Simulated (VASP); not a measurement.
# TiC (P6_3/mmc) in VASP: notebook, part 2 of 2

VASP 6.6.1.

### Step 3. Relaxation of cell and atoms, PBE

INCAR

```
SYSTEM = TiC
PREC = Accurate
ENCUT = 600
EDIFF = 1E-6
ISMEAR = 0
SIGMA = 0.1
LREAL = .False.
LASPH = .True.
NELM = 80
ALGO = Normal
ISIF = 3
LWAVE = .False.
LCHARG = .False.
GGA = PE
IBRION = 2
NSW = 100
EDIFFG = -0.01
```

KPOINTS

```
regular mesh
0
Gamma
  12 12 4
  0 0 0
```

POSCAR

```
TiC
1.0
    3.0879802270      0.0000000000      0.0000000000
   -1.5439901135      2.6742693230      0.0000000000
    0.0000000000      0.0000000000      9.8771536596
Ti C
4 4
Direct
    0.6666666667      0.3333333333      0.7500000000
    0.0000000000      0.0000000000      0.0000000000
    0.3333333333      0.6666666667      0.2500000000
    0.0000000000      0.0000000000      0.5000000000
    0.3333333333      0.6666666667      0.8760143831
    0.6666666667      0.3333333333      0.1239856169
    0.6666666667      0.3333333333      0.3760143831
    0.3333333333      0.6666666667      0.6239856169
```

Potentials or basis: VASP PAW PBE potentials, release 64 (Ti_sv, C).

The run is started by

```bash
$ cat potpaw_PBE.64/Ti_sv/POTCAR potpaw_PBE.64/C/POTCAR > POTCAR
$ mpirun -np 1 vasp_std > vasp.out
```

OUTCAR:

```text
SYSTEM = TiC
   PREC = Accurate
   ENCUT = 600
   EDIFF = 1E-6
   ISMEAR = 0
   LREAL = .False.
   LASPH = .True.
   NELM = 80
   ISIF = 3
   GGA = PE
   IBRION = 2
   NSW = 100
   EDIFFG = -0.01

 ion  position               nearest neighbor table
   1  0.667  0.333  0.750-   5 2.17   8 2.17   5 2.17   8 2.17   5 2.17   8 2.17
   2  0.000  0.000  0.000-   5 2.16   6 2.16   6 2.16   5 2.16   6 2.16   5 2.16
   3  0.333  0.667  0.250-   6 2.17   7 2.17   6 2.17   7 2.17   6 2.17   7 2.17
   4  0.000  0.000  0.500-   7 2.16   8 2.16   7 2.16   8 2.16   7 2.16   8 2.16
   5  0.333  0.667  0.876-   2 2.16   2 2.16   2 2.16   1 2.17   1 2.17   1 2.17
   6  0.667  0.333  0.124-   2 2.16   2 2.16   2 2.16   3 2.17   3 2.17   3 2.17
   7  0.667  0.333  0.376-   4 2.16   4 2.16   4 2.16   3 2.17   3 2.17   3 2.17
   8  0.333  0.667  0.624-   4 2.16   4 2.16   4 2.16   1 2.17   1 2.17   1 2.17

  LATTYP: Found a hexagonal cell.
 ALAT       =     3.0879802270
 C/A-ratio  =     3.1985806040

  Lattice vectors:

 A1 = (   3.0879802270,   0.0000000000,   0.0000000000)
 A2 = (  -1.5439901135,   2.6742693230,   0.0000000000)
 A3 = (   0.0000000000,   0.0000000000,   9.8771536596)

Analysis of symmetry for initial positions (statically):
=====================================================================
 Subroutine PRICEL returns:
 Original cell was already a primitive cell.

 Routine SETGRP: Setting up the symmetry group for a
 hexagonal supercell.

 Subroutine GETGRP returns: Found 24 space group operations
 (whereof 12 operations were pure point group operations)
 out of a pool of 24 trial point group operations.

The static configuration has the point symmetry D_3d.
 The point group associated with its full space group is D_6h.

Analysis of symmetry for dynamics (positions and initial velocities):
=====================================================================
 Subroutine PRICEL returns:
 Original cell was already a primitive cell.

 Routine SETGRP: Setting up the symmetry group for a
 hexagonal supercell.

 Subroutine GETGRP returns: Found 24 space group operations
 (whereof 12 operations were pure point group operations)
 out of a pool of 24 trial point group operations.

The dynamic configuration has the point symmetry D_3d.
 The point group associated with its full space group is D_6h.

 Subroutine INISYM returns: Found 24 space group operations
 (whereof 12 operations are pure point group operations),
 and found     1 'primitive' translations

----------------------------------------------------------------------------------------

                                     Primitive cell

  volume of cell :      81.5664

  direct lattice vectors                    reciprocal lattice vectors
     3.087980227  0.000000000  0.000000000     0.323836270  0.186966958  0.000000000
    -1.543990114  2.674269323  0.000000000     0.000000000  0.373933916  0.000000000
     0.000000000  0.000000000  9.877153660     0.000000000  0.000000000  0.101243742

  length of vectors
     3.087980227  3.087980227  9.877153660     0.373933916  0.373933916  0.101243742

  position of ions in fractional coordinates (direct lattice)
     0.666666667  0.333333333  0.750000000
     0.000000000  0.000000000  0.000000000
     0.333333333  0.666666667  0.250000000
     0.000000000  0.000000000  0.500000000
     0.333333333  0.666666667  0.876014383
     0.666666667  0.333333333  0.123985617
     0.666666667  0.333333333  0.376014383
     0.333333333  0.666666667  0.623985617

[... 66 lines left out ...]
   total plane-waves  NPLWV =  62720
   dimension x,y,z NGX =    28 NGY =   28 NGZ =   80
   dimension x,y,z NGXF=    56 NGYF=   56 NGZF=  160
   ions per type =               4   4
   NGX,Y,Z   is equivalent  to a cutoff of  15.07, 15.07, 13.47 a.u.
   NGXF,Y,Z  is equivalent  to a cutoff of  30.15, 30.15, 26.93 a.u.
 SYSTEM =  TiC
   PREC   = accura    normal or accurate (medium, high low for compatibility)
   ISTART =      0    job   : 0-new  1-cont  2-samecut
   ICHARG =      2    charge: 1-file 2-atom 10-const
   ISPIN  =      1    spin polarized calculation?
   LNONCOLLINEAR =      F non collinear calculations
   LSORBIT =      F    spin-orbit coupling
   LASPH  =      T    aspherical Exc in radial PAW
   ENCUT  =  600.0 eV  44.10 Ry    6.64 a.u.   6.17  6.17 19.73*2*pi/ulx,y,z
   NELM   =     80;   NELMIN=  2; NELMDL= -5     # of ELM steps
   EDIFF  = 0.1E-05   stopping-criterion for ELM
   LREAL  =      F    real-space projection
   EDIFFG = -.1E-01   stopping-criterion for IOM
   NSW    =    100    number of steps for IOM
   IBRION =      2    ionic relax: 0-MD 1-quasi-New 2-CG
   NFREE  =      1    steps in history (QN), initial steepest desc. (CG)
   ISIF   =      3    stress and relaxation
   ISYM   =      2    0-nonsym 1-usesym 2-fastsym
   POTIM  = 0.5000    time-step for ionic-motion
   TEBEG  =    0.0;   TEEND  =   0.0 temperature during run
   PSTRESS=    0.0 pullay stress
   NELECT =      64.0000    total number of electrons
   NUPDOWN=      -1.0000    fix difference up-down
   EMIN   =  10.00;   EMAX   =-10.00  energy-range for DOS
   EFERMI =   0.00;   METHOD = LEGACY
   ISMEAR =     0;   SIGMA  =   0.10  broadening in eV -4-tet -1-fermi 0-gaus
   EFERMI_NEDOS =   21; number of points for ismear=-14 and -15
   IALGO  =     38    algorithm
   IMIX   =      4    mixing-type and parameters
     AMIX     =   0.40;   BMIX     =  1.00
     AMIX_MAG =   1.60;   BMIX_MAG =  1.00
  volume/ion in A,a.u.               =      10.20        68.80
  Fermi-wavevector in a.u.,A,eV,Ry     =   1.509956  2.853403 31.020842  2.279968
  Thomas-Fermi vector in A             =   2.620210
   LORBIT       =      0    0 simple, 1 ext, 2 COOP (PROOUT), +10 PAW based schemes
   GGA     = PE    functional components
   LHFCALC =     F    Hartree Fock is set to
   AEXX    =    0.0000 exact exchange contribution
   IVDW    =     0    specifies the selected vdW correction
   LEPSILON=     F    determine dielectric tensor
   LRPA    =     F    only Hartree local field effects (RPA)
 conjugate gradient relaxation of ions
 non-spin polarized calculation
 Gauss-broadening in eV      SIGMA  =   0.10
  energy-cutoff  :      600.00
  volume of cell :       81.57
 maximum number of plane-waves:      2751
 NGX is ok and might be reduce to    28
   NGX = 13   NGY = 13   NGZ = 39

--------------------------------------- Ionic step        1  -------------------------------------------

 number of electron      63.9999993 magnetization

 Free energy of the ion-electron system (eV)
  ---------------------------------------------------
  ext. energy  EPLUGINS =         0.00000000
  ---------------------------------------------------
  free energy    TOTEN  =       -74.09519567 eV

  energy without entropy =      -74.08786321  energy(sigma->0) =      -74.09152944

------------------------ aborting loop because EDIFF is reached ----------------------------------------

  FORCE on cell =-STRESS in cart. coord.  units (eV):
  Direction    XX          YY          ZZ          XY          YZ          ZX
  --------------------------------------------------------------------------------------
  -------------------------------------------------------------------------------------
  Total        0.4630241      0.4630241     -1.1046319      0.0000000     -0.0000000      0.0000000
  in kB        9.0949996      9.0949996    -21.6978505      0.0000000     -0.0000000      0.0000000
  external PRESSURE =      -1.1692838 kB  Pullay stress =       0.0000000 kB
[... 281 lines left out ...]
--------------------------------------- Ionic step        8  -------------------------------------------

 number of electron      64.0000000 magnetization

 Free energy of the ion-electron system (eV)
  ---------------------------------------------------
  ext. energy  EPLUGINS =         0.00000000
  ---------------------------------------------------
  free energy    TOTEN  =       -74.10294592 eV

  energy without entropy =      -74.09584505  energy(sigma->0) =      -74.09939548

 E-fermi :   9.6504     XC(G=0): -12.6749

 val. band max:        9.6432918956   @ k =   0.1667   0.1667   0.2500
 cond. band min:       9.6566467687   @ k =   0.2500   0.0833   0.0000
 fundamental gap:      0.0133548731
 Fermi energy:         9.6503996123

 k-point     1 :       0.0000    0.0000    0.0000
  band No.  band energies     occupation
      1     -47.1128      2.00000
      2     -47.0740      2.00000
      3     -47.0697      2.00000
      4     -47.0306      2.00000
      5     -23.6359      2.00000
      6     -23.3983      2.00000
[... 973 lines left out ...]
     37      11.8699      0.00000
     38      11.8822      0.00000

 [... further k-points ...]

------------------------ aborting loop because EDIFF is reached ----------------------------------------

  FORCE on cell =-STRESS in cart. coord.  units (eV):
  Direction    XX          YY          ZZ          XY          YZ          ZX
  --------------------------------------------------------------------------------------
  -------------------------------------------------------------------------------------
  Total        0.0228610      0.0228610      0.0114477      0.0000000     -0.0000000      0.0000000
  in kB        0.4493885      0.4493885      0.2250315      0.0000000     -0.0000000      0.0000000
  external PRESSURE =       0.3746028 kB  Pullay stress =       0.0000000 kB
[... 23 lines left out ...]
  FREE ENERGIE OF THE ION-ELECTRON SYSTEM (eV)
  ---------------------------------------------------
  free  energy   TOTEN  =       -74.1029459223 eV

  energy  without entropy=      -74.0958450475  energy(sigma->0) =      -74.09939548

 reached required accuracy - stopping structural energy minimisation
```

Wall time 9.9 min (1 thread of Intel Xeon 6975P-C (Granite Rapids), shared host); peak memory 0.36 GiB.

Results:

| Quantity | Value |
| --- | --- |
| Free energy | -74.1029 eV |
| Relaxed volume | 10.19 Å³/atom |
| Relaxed cell | a = 3.102 Å, b = 3.102 Å, c = 9.782 Å, α = 90.00°, β = 90.00°, γ = 120.00° |
| Space group after relaxing (to 0.1 Å) | P6_3/mmc (No. 194) |
| Energy gained by relaxing | 1.0 meV/atom |
| Ionic steps | 8 |
| Pressure after relaxing | 0.0 GPa |
| Largest force after relaxing | 0.005 eV/Å |
| Band gap on the k mesh | zero (bands 32 and 33 overlap by 0.90 eV) |

Forces in eV/Å, atoms in the order of the input:
```
Ti   0.000  0.000  0.000
Ti   0.000  0.000  0.000
Ti   0.000  0.000  0.000
Ti   0.000  0.000  0.000
C    0.000  0.000  0.005
C    0.000  0.000 -0.005
C    0.000  0.000  0.005
C    0.000  0.000 -0.005
```

Step by step:
```csv
step,energy change (eV),largest force (eV/Å),pressure (GPa),volume (Å³)
1,0.0000,0.0492,-0.12,81.57
2,-0.0067,0.0398,0.16,81.48
3,-0.0075,0.0366,0.27,81.42
4,-0.0075,0.0369,0.27,81.43
5,-0.0076,0.0019,-0.35,81.65
6,-0.0077,0.0158,-0.12,81.55
7,-0.0077,0.0162,-0.10,81.54
8,-0.0078,0.0050,0.04,81.51
```

Final structure:
```xyz
8
Lattice="3.1018 0.0000 0.0000 -1.5509 2.6862 0.0000 0.0000 0.0000 9.7820" Properties=species:S:1:pos:R:3 pbc="T T T"
Ti    1.5509    0.8954    7.3365
Ti    3.1018    0.0000    0.0000
Ti    0.0000    1.7908    2.4455
Ti    3.1018    0.0000    4.8910
C     0.0000    1.7908    8.5634
C     1.5509    0.8954    1.2186
C     1.5509    0.8954    3.6724
C     0.0000    1.7908    6.1096
```

The gap in the log of VASP goes by the Fermi energy; the results here count the filled bands.